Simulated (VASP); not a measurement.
# Pd (Fm-3m) in VASP: single point with PBE

Aim: the single point of Pd with PBE.

All numbers are computed with VASP 6.6.1; they aren't measurements. Logs are shortened: lines on timing, memory, paths and dates and some standing lists are left out, and cuts for length are marked.

## (1) The cell of the first run

Symmetry: Fm-3m, No. 225, cubic system. The conventional cell has a = 3.943 Å, b = 3.943 Å, c = 3.943 Å, α = 90.00°, β = 90.00°, γ = 90.00°. Within 3.7 Å of Pd (site symmetry m-3m) lie 12 Pd at 2.79 Å.

## (2) Single point, PBE

Input file INCAR:

```
SYSTEM = Pd
  ALGO = Normal
  EDIFF = 1E-6
  ENCUT = 500
  GGA = PE
  GGA_COMPAT = .FALSE.
  ISIF = 2
  ISMEAR = 0
  LASPH = .TRUE.
  LCHARG = .FALSE.
  LREAL = .FALSE.
  LWAVE = .FALSE.
  NBANDS = 11
  NELM = 120
  PREC = Accurate
  SIGMA = 0.1
```

Input file KPOINTS:

```
k-points
0
G
  56 56 56
  0 0 0
```

Input file POSCAR:

```
Pd
1.0
    0.0000000000      1.9713545357      1.9713545357
    1.9713545357      0.0000000000      1.9713545357
    1.9713545357      1.9713545357      0.0000000000
Pd
1
Direct
    0.0000000000      0.0000000000      0.0000000000
```

Potentials or basis: VASP PAW PBE potentials, release 64 (Pd).

Started as:

```console
cat potpaw_PBE.64/Pd/POTCAR > POTCAR
mpirun -np 1 vasp_std > vasp.out
```

OUTCAR:

```text
SYSTEM = Pd
   EDIFF = 1E-6
   ENCUT = 500
   GGA = PE
   ISIF = 2
   ISMEAR = 0
   LASPH = .TRUE.
   LREAL = .FALSE.
   NELM = 120
   PREC = Accurate

 ion  position               nearest neighbor table
   1  0.000  0.000  0.000-

  LATTYP: Found a face centered cubic cell.
 ALAT       =     3.9427090714

  Lattice vectors:

 A1 = (   0.0000000000,   1.9713545357,   1.9713545357)
 A2 = (   1.9713545357,   0.0000000000,   1.9713545357)
 A3 = (   1.9713545357,   1.9713545357,   0.0000000000)

Analysis of symmetry for initial positions (statically):
=====================================================================
 Subroutine PRICEL returns:
 Original cell was already a primitive cell.

 Routine SETGRP: Setting up the symmetry group for a
 face centered cubic supercell.

 Subroutine GETGRP returns: Found 48 space group operations
 (whereof 48 operations were pure point group operations)
 out of a pool of 48 trial point group operations.

The static configuration has the point symmetry O_h .

Analysis of symmetry for dynamics (positions and initial velocities):
=====================================================================
 Subroutine PRICEL returns:
 Original cell was already a primitive cell.

 Routine SETGRP: Setting up the symmetry group for a
 face centered cubic supercell.

 Subroutine GETGRP returns: Found 48 space group operations
 (whereof 48 operations were pure point group operations)
 out of a pool of 48 trial point group operations.

The dynamic configuration has the point symmetry O_h .

 Subroutine INISYM returns: Found 48 space group operations
 (whereof 48 operations are pure point group operations),
 and found     1 'primitive' translations

----------------------------------------------------------------------------------------

                                     Primitive cell

  volume of cell :      15.3223

  direct lattice vectors                    reciprocal lattice vectors
     0.000000000  1.971354536  1.971354536    -0.253632713  0.253632713  0.253632713
     1.971354536  0.000000000  1.971354536     0.253632713 -0.253632713  0.253632713
     1.971354536  1.971354536  0.000000000     0.253632713  0.253632713 -0.253632713

  length of vectors
     2.787916321  2.787916321  2.787916321     0.439304746  0.439304746  0.439304746

  position of ions in fractional coordinates (direct lattice)
     0.000000000  0.000000000  0.000000000

  ion indices of the primitive-cell ions
   primitive index   ion index
                 1           1

----------------------------------------------------------------------------------------

 KPOINTS: k-points

Automatic generation of k-mesh.
 Grid dimensions read from file:
 generate k-points for:   56   56   56

 Generating k-lattice:

  Cartesian coordinates                     Fractional coordinates (reciprocal lattice)
    -0.004529156  0.004529156  0.004529156     0.017857143  0.000000000  0.000000000
     0.004529156 -0.004529156  0.004529156     0.000000000  0.017857143  0.000000000
     0.004529156  0.004529156 -0.004529156     0.000000000  0.000000000  0.017857143

  Length of vectors
     0.007844728  0.007844728  0.007844728

  Shift w.r.t. Gamma in fractional coordinates (k-lattice)
     0.000000000  0.000000000  0.000000000

 Subroutine IBZKPT returns following result:
 ===========================================

 Found   4285 irreducible k-points:

 Following reciprocal coordinates:
            Coordinates               Weight
  0.000000  0.000000  0.000000      1.000000
  0.017857  0.000000  0.000000      8.000000
  0.035714  0.000000  0.000000      8.000000
  0.053571  0.000000  0.000000      8.000000
  0.071429  0.000000  0.000000      8.000000
  0.089286  0.000000  0.000000      8.000000
[... 16 lines left out ...]
  0.392857  0.000000  0.000000      8.000000
  0.410714  0.000000  0.000000      8.000000
 [... further k-points ...]
   k-points           NKPTS =   4285   k-points in BZ     NKDIM =   4285   number of bands    NBANDS=     11
   number of dos      NEDOS =    301   number of ions     NIONS =      1
   total plane-waves  NPLWV =   8000
   dimension x,y,z NGX =    20 NGY =   20 NGZ =   20
   dimension x,y,z NGXF=    40 NGYF=   40 NGZF=   40
   ions per type =               1
   NGX,Y,Z   is equivalent  to a cutoff of  11.93, 11.93, 11.93 a.u.
   NGXF,Y,Z  is equivalent  to a cutoff of  23.85, 23.85, 23.85 a.u.
 SYSTEM =  Pd
   PREC   = accura    normal or accurate (medium, high low for compatibility)
   ISTART =      0    job   : 0-new  1-cont  2-samecut
   ICHARG =      2    charge: 1-file 2-atom 10-const
   ISPIN  =      1    spin polarized calculation?
   LNONCOLLINEAR =      F non collinear calculations
   LSORBIT =      F    spin-orbit coupling
   LASPH  =      T    aspherical Exc in radial PAW
   ENCUT  =  500.0 eV  36.75 Ry    6.06 a.u.   5.08  5.08  5.08*2*pi/ulx,y,z
   NELM   =    120;   NELMIN=  2; NELMDL= -5     # of ELM steps
   EDIFF  = 0.1E-05   stopping-criterion for ELM
   LREAL  =      F    real-space projection
   EDIFFG = 0.1E-04   stopping-criterion for IOM
   NSW    =      0    number of steps for IOM
   IBRION =     -1    ionic relax: 0-MD 1-quasi-New 2-CG
   NFREE  =      0    steps in history (QN), initial steepest desc. (CG)
   ISIF   =      2    stress and relaxation
   ISYM   =      2    0-nonsym 1-usesym 2-fastsym
   POTIM  = 0.5000    time-step for ionic-motion
   TEBEG  =    0.0;   TEEND  =   0.0 temperature during run
   PSTRESS=    0.0 pullay stress
   NELECT =      10.0000    total number of electrons
   NUPDOWN=      -1.0000    fix difference up-down
   EMIN   =  10.00;   EMAX   =-10.00  energy-range for DOS
   EFERMI =   0.00;   METHOD = LEGACY
   ISMEAR =     0;   SIGMA  =   0.10  broadening in eV -4-tet -1-fermi 0-gaus
   EFERMI_NEDOS =   21; number of points for ismear=-14 and -15
   IALGO  =     38    algorithm
   IMIX   =      4    mixing-type and parameters
     AMIX     =   0.40;   BMIX     =  1.00
     AMIX_MAG =   1.60;   BMIX_MAG =  1.00
  volume/ion in A,a.u.               =      15.32       103.40
  Fermi-wavevector in a.u.,A,eV,Ry     =   1.420038  2.683484 27.436272  2.016509
  Thomas-Fermi vector in A             =   2.540996
   LORBIT       =      0    0 simple, 1 ext, 2 COOP (PROOUT), +10 PAW based schemes
   GGA     = PE    functional components
   LHFCALC =     F    Hartree Fock is set to
   AEXX    =    0.0000 exact exchange contribution
   IVDW    =     0    specifies the selected vdW correction
   LEPSILON=     F    determine dielectric tensor
   LRPA    =     F    only Hartree local field effects (RPA)
 non-spin polarized calculation
 Gauss-broadening in eV      SIGMA  =   0.10
  energy-cutoff  :      500.00
  volume of cell :       15.32
 maximum number of plane-waves:       399
   NGX = 11   NGY = 11   NGZ = 11

 number of electron      10.0000000 magnetization

 number of electron       9.9999995 magnetization

 Free energy of the ion-electron system (eV)
  ---------------------------------------------------
  ext. energy  EPLUGINS =         0.00000000
  ---------------------------------------------------
  free energy    TOTEN  =        -5.22271086 eV

  energy without entropy =       -5.20965434  energy(sigma->0) =       -5.21618260

 E-fermi :   9.1507     XC(G=0): -12.9484

 val. band max:        9.1506063100   @ k =   0.4821   0.3929   0.0536
 cond. band min:       9.1508106306   @ k =  -0.4464   0.3036   0.0536
 fundamental gap:      0.0002043207
 Fermi energy:         9.1506690306

 k-point     1 :       0.0000    0.0000    0.0000
  band No.  band energies     occupation
      1       2.3050      2.00000
      2       6.4832      2.00000
      3       6.4832      2.00000
      4       6.4832      2.00000
      5       7.9962      2.00000
      6       7.9962      2.00000
      7      26.3207      0.00000
      8      30.8816      0.00000
      9      30.8816      0.00000
     10      30.8816      0.00000
     11      35.4767      0.00000

 k-point     2 :       0.0179    0.0000    0.0000
  band No.  band energies     occupation
      1       2.3162      2.00000
      2       6.4792      2.00000
      3       6.4871      2.00000
      4       6.4871      2.00000
      5       7.9942      2.00000
      6       7.9942      2.00000
      7      26.3324      0.00000
      8      30.7915      0.00000
      9      30.8939      0.00000
     10      30.8939      0.00000
     11      35.4968      0.00000

 k-point     3 :       0.0357    0.0000    0.0000
  band No.  band energies     occupation
      1       2.3501      2.00000
      2       6.4674      2.00000
      3       6.4988      2.00000
      4       6.4988      2.00000
      5       7.9886      2.00000
      6       7.9886      2.00000
      7      26.3667      0.00000
      8      30.5396      0.00000
      9      30.9305      0.00000
     10      30.9305      0.00000
     11      35.5429      0.00000

 k-point     4 :       0.0536    0.0000    0.0000
  band No.  band energies     occupation
      1       2.4062      2.00000
      2       6.4483      2.00000
      3       6.5178      2.00000
      4       6.5178      2.00000
      5       7.9798      2.00000
      6       7.9798      2.00000
      7      26.4210      0.00000
      8      30.1675      0.00000
      9      30.9908      0.00000
     10      30.9908      0.00000
     11      35.5857      0.00000
[... 239 lines left out ...]
 k-point    22 :       0.3750    0.0000    0.0000
  band No.  band energies     occupation
      1       4.2248      2.00000
      2       6.5571      2.00000
      3       6.5571      2.00000
      4       8.3820      2.00000
      5       8.7839      2.00000
      6       8.7839      2.00000
      7      18.8407      0.00000
      8      26.1966      0.00000
      9      30.8447      0.00000
     10      30.8447      0.00000
     11      35.3790      0.00000

 k-point    23 :       0.3929    0.0000    0.0000
  band No.  band energies     occupation
      1       4.2110      2.00000
      2       6.5284      2.00000
      3       6.5284      2.00000
      4       8.7535      2.00000
      5       8.8673      1.99994
      6       8.8673      1.99994
      7      18.2568      0.00000
      8      26.0618      0.00000
      9      30.6056      0.00000
     10      30.6056      0.00000
     11      35.5011      0.00000

 k-point    24 :       0.4107    0.0000    0.0000
  band No.  band energies     occupation
      1       4.1954      2.00000
      2       6.5030      2.00000
      3       6.5030      2.00000
      4       8.9418      1.99686
      5       8.9418      1.99686
      6       9.1204      1.33105
      7      17.7115      0.00000
      8      25.9446      0.00000
      9      30.3941      0.00000
     10      30.3941      0.00000
     11      35.6117      0.00000

 [... further k-points ...]

------------------------ aborting loop because EDIFF is reached ----------------------------------------

  FORCE on cell =-STRESS in cart. coord.  units (eV):
  Direction    XX          YY          ZZ          XY          YZ          ZX
  --------------------------------------------------------------------------------------
  -------------------------------------------------------------------------------------
  Total       -0.0221439     -0.0221439     -0.0221439      0.0000000      0.0000000      0.0000000
  in kB       -2.3154720     -2.3154720     -2.3154720      0.0000000      0.0000000      0.0000000
  external PRESSURE =      -2.3154720 kB  Pullay stress =       0.0000000 kB

 VOLUME and BASIS-vectors are now :
 -----------------------------------------------------------------------------
  energy-cutoff  :      500.00
  volume of cell :       15.32
      direct lattice vectors                 reciprocal lattice vectors
     0.000000000  1.971354536  1.971354536    -0.253632713  0.253632713  0.253632713
     1.971354536  0.000000000  1.971354536     0.253632713 -0.253632713  0.253632713
     1.971354536  1.971354536  0.000000000     0.253632713  0.253632713 -0.253632713

 POSITION                                       TOTAL-FORCE (eV/Angst)
 -----------------------------------------------------------------------------------
      0.00000      0.00000      0.00000         0.000000      0.000000      0.000000
 -----------------------------------------------------------------------------------
    total drift:                                0.000000      0.000000      0.000000

  FREE ENERGIE OF THE ION-ELECTRON SYSTEM (eV)
  ---------------------------------------------------
  free  energy   TOTEN  =        -5.2227108601 eV

  energy  without entropy=       -5.2096543436  energy(sigma->0) =       -5.21618260
```

It took 6.1 min on 1 thread of Intel Xeon Platinum 8488C (Sapphire Rapids), shared host; peak memory 0.73 GiB.

What came out:

```
Free energy            : -5.2227 eV
Pressure               : -0.2 GPa
Band gap on the k mesh : zero (bands 5 and 6 overlap by 1.49 eV)
```
